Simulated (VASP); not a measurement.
# B (Fm-3m) in VASP: single point with PBEsol

Aim: the single point of B with PBEsol.

Everything below comes from runs of VASP 6.6.1. Logs are shortened: lines on timing, memory, paths and dates and some standing lists are left out, and cuts for length are marked.

### Step 1. The cell of the first run

The structure is cubic, space group Fm-3m (No. 225). Conventional cell: a = 4.913 Å, b = 4.913 Å, c = 4.913 Å, α = 90.00°, β = 90.00°, γ = 90.00°. B (site symmetry m-3m) has 12 B at 3.47 Å within 4.6 Å.

### Step 2. Single point, PBEsol

INCAR reads:

```
SYSTEM = B
PREC = Accurate
ENCUT = 500
EDIFF = 1E-6
ISMEAR = 1
SIGMA = 0.1
LREAL = .False.
LASPH = .True.
NELM = 120
ALGO = Normal
ISIF = 2
LWAVE = .False.
LCHARG = .False.
GGA = PS
NBANDS = 8
GGA_COMPAT = .False.
```

KPOINTS reads:

```
regular mesh
0
Gamma
  8 8 8
  0 0 0
```

POSCAR reads:

```
B
1.0
    0.0000000000      2.4563210000      2.4563210000
    2.4563210000      0.0000000000      2.4563210000
    2.4563210000      2.4563210000      0.0000000000
B
1
Direct
    0.0000000000      0.0000000000      0.0000000000
```

Potentials or basis: VASP PAW PBE potentials, release 64 (B).

Launch:

```sh
$ cat potpaw_PBE.64/B/POTCAR > POTCAR
$ mpirun -np 1 vasp_std > vasp.out
```

OUTCAR:

```text
SYSTEM = B
   PREC = Accurate
   ENCUT = 500
   EDIFF = 1E-6
   ISMEAR = 1
   LREAL = .False.
   LASPH = .True.
   NELM = 120
   ISIF = 2
   GGA = PS

 ion  position               nearest neighbor table
   1  0.000  0.000  0.000-

  LATTYP: Found a face centered cubic cell.
 ALAT       =     4.9126420000

  Lattice vectors:

 A1 = (   0.0000000000,   2.4563210000,   2.4563210000)
 A2 = (   2.4563210000,   0.0000000000,   2.4563210000)
 A3 = (   2.4563210000,   2.4563210000,   0.0000000000)

Analysis of symmetry for initial positions (statically):
=====================================================================
 Subroutine PRICEL returns:
 Original cell was already a primitive cell.

 Routine SETGRP: Setting up the symmetry group for a
 face centered cubic supercell.

 Subroutine GETGRP returns: Found 48 space group operations
 (whereof 48 operations were pure point group operations)
 out of a pool of 48 trial point group operations.

The static configuration has the point symmetry O_h .

Analysis of symmetry for dynamics (positions and initial velocities):
=====================================================================
 Subroutine PRICEL returns:
 Original cell was already a primitive cell.

 Routine SETGRP: Setting up the symmetry group for a
 face centered cubic supercell.

 Subroutine GETGRP returns: Found 48 space group operations
 (whereof 48 operations were pure point group operations)
 out of a pool of 48 trial point group operations.

The dynamic configuration has the point symmetry O_h .

 Subroutine INISYM returns: Found 48 space group operations
 (whereof 48 operations are pure point group operations),
 and found     1 'primitive' translations

----------------------------------------------------------------------------------------

                                     Primitive cell

  volume of cell :      29.6405

  direct lattice vectors                    reciprocal lattice vectors
     0.000000000  2.456321000  2.456321000    -0.203556457  0.203556457  0.203556457
     2.456321000  0.000000000  2.456321000     0.203556457 -0.203556457  0.203556457
     2.456321000  2.456321000  0.000000000     0.203556457  0.203556457 -0.203556457

[... 79 lines left out ...]
   ENCUT  =  500.0 eV  36.75 Ry    6.06 a.u.   6.33  6.33  6.33*2*pi/ulx,y,z
   NELM   =    120;   NELMIN=  2; NELMDL= -5     # of ELM steps
   EDIFF  = 0.1E-05   stopping-criterion for ELM
   LREAL  =      F    real-space projection
   EDIFFG = 0.1E-04   stopping-criterion for IOM
   NSW    =      0    number of steps for IOM
   IBRION =     -1    ionic relax: 0-MD 1-quasi-New 2-CG
   NFREE  =      0    steps in history (QN), initial steepest desc. (CG)
   ISIF   =      2    stress and relaxation
   ISYM   =      2    0-nonsym 1-usesym 2-fastsym
   POTIM  = 0.5000    time-step for ionic-motion
   TEBEG  =    0.0;   TEEND  =   0.0 temperature during run
   PSTRESS=    0.0 pullay stress
   NELECT =       3.0000    total number of electrons
   NUPDOWN=      -1.0000    fix difference up-down
   EMIN   =  10.00;   EMAX   =-10.00  energy-range for DOS
   EFERMI =   0.00;   METHOD = LEGACY
   ISMEAR =     1;   SIGMA  =   0.10  broadening in eV -4-tet -1-fermi 0-gaus
   EFERMI_NEDOS =   21; number of points for ismear=-14 and -15
   IALGO  =     38    algorithm
   IMIX   =      4    mixing-type and parameters
     AMIX     =   0.40;   BMIX     =  1.00
     AMIX_MAG =   1.60;   BMIX_MAG =  1.00
  volume/ion in A,a.u.               =      29.64       200.02
  Fermi-wavevector in a.u.,A,eV,Ry     =   0.762934  1.441736  7.919514  0.582068
  Thomas-Fermi vector in A             =   1.862504
   LORBIT       =      0    0 simple, 1 ext, 2 COOP (PROOUT), +10 PAW based schemes
   GGA     = PS    functional components
   LHFCALC =     F    Hartree Fock is set to
   AEXX    =    0.0000 exact exchange contribution
   IVDW    =     0    specifies the selected vdW correction
   LEPSILON=     F    determine dielectric tensor
   LRPA    =     F    only Hartree local field effects (RPA)
 non-spin polarized calculation
 Methfessel and Paxton  Order N= 1 SIGMA  =   0.10
  energy-cutoff  :      500.00
  volume of cell :       29.64
 maximum number of plane-waves:       763
 NGX is ok and might be reduce to    28
   NGX = 13   NGY = 13   NGZ = 13

 number of electron       3.0000000 magnetization

 Free energy of the ion-electron system (eV)
  ---------------------------------------------------
  ext. energy  EPLUGINS =         0.00000000
  ---------------------------------------------------
  free energy    TOTEN  =        -1.84882429 eV

  energy without entropy =       -1.84810178  energy(sigma->0) =       -1.84858345

 E-fermi :  -1.5587     XC(G=0):  -7.1914

 val. band max:       -1.6935731274   @ k =  -0.3750   0.3750   0.1250
 cond. band min:      -1.5565226572   @ k =   0.5000   0.2500   0.1250
 fundamental gap:      0.1370504702
 Fermi energy:        -1.5587002470

 k-point     1 :       0.0000    0.0000    0.0000
  band No.  band energies     occupation
      1      -8.4356      2.00000
      2       2.0758      0.00000
      3       2.0758      0.00000
      4       2.0758      0.00000
      5       8.6171      0.00000
      6      13.1927      0.00000
      7      13.1927      0.00000
      8      13.1927      0.00000
[... 243 lines left out ...]
 k-point    24 :      -0.3750    0.2500    0.1250
  band No.  band energies     occupation
      1      -5.6765      2.00000
      2      -2.2779      2.00000
      3       0.1510     -0.00000
      4       1.0678      0.00000
      5       8.9296      0.00000
      6       9.9545      0.00000
      7      11.9198      0.00000
      8      13.5574      0.00000

 [... further k-points ...]

------------------------ aborting loop because EDIFF is reached ----------------------------------------

  FORCE on cell =-STRESS in cart. coord.  units (eV):
  Direction    XX          YY          ZZ          XY          YZ          ZX
  --------------------------------------------------------------------------------------
  -------------------------------------------------------------------------------------
  Total       -2.0442074     -2.0442074     -2.0442074     -0.0000000      0.0000000      0.0000000
  in kB     -110.4969202   -110.4969202   -110.4969202     -0.0000000      0.0000000      0.0000000
  external PRESSURE =    -110.4969202 kB  Pullay stress =       0.0000000 kB

 VOLUME and BASIS-vectors are now :
 -----------------------------------------------------------------------------
  energy-cutoff  :      500.00
  volume of cell :       29.64
      direct lattice vectors                 reciprocal lattice vectors
     0.000000000  2.456321000  2.456321000    -0.203556457  0.203556457  0.203556457
     2.456321000  0.000000000  2.456321000     0.203556457 -0.203556457  0.203556457
     2.456321000  2.456321000  0.000000000     0.203556457  0.203556457 -0.203556457

 POSITION                                       TOTAL-FORCE (eV/Angst)
 -----------------------------------------------------------------------------------
      0.00000      0.00000      0.00000         0.000000     -0.000000      0.000000
 -----------------------------------------------------------------------------------
    total drift:                                0.000000     -0.000000     -0.000000

  FREE ENERGIE OF THE ION-ELECTRON SYSTEM (eV)
  ---------------------------------------------------
  free  energy   TOTEN  =        -1.8488242929 eV

  energy  without entropy=       -1.8481017753  energy(sigma->0) =       -1.84858345
```

Run time: 8.1 s. Hardware: 1 thread of Intel Xeon 8259CL, shared host; peak memory 0.14 GiB.

Results:

| Quantity | Value |
| --- | --- |
| Free energy | -1.8488 eV |
| Pressure | -11.0 GPa |

Levels at points of the mesh, in eV from the Fermi level:
```tsv
k point	band 1	band 2	band 3	band 4	band 5	band 6
(0.00, 0.00, 0.00)	-6.88	3.63	3.63	3.63	10.18	14.75
(0.50, 0.00, 0.00)	-4.51	-1.28	3.16	3.16	10.33	12.85
(0.50, 0.50, 0.00)	-3.67	-0.71	2.06	2.06	7.89	9.46
```

Caveat: the PAW data sets were made with another functional, which shifts forces and pressure a little.
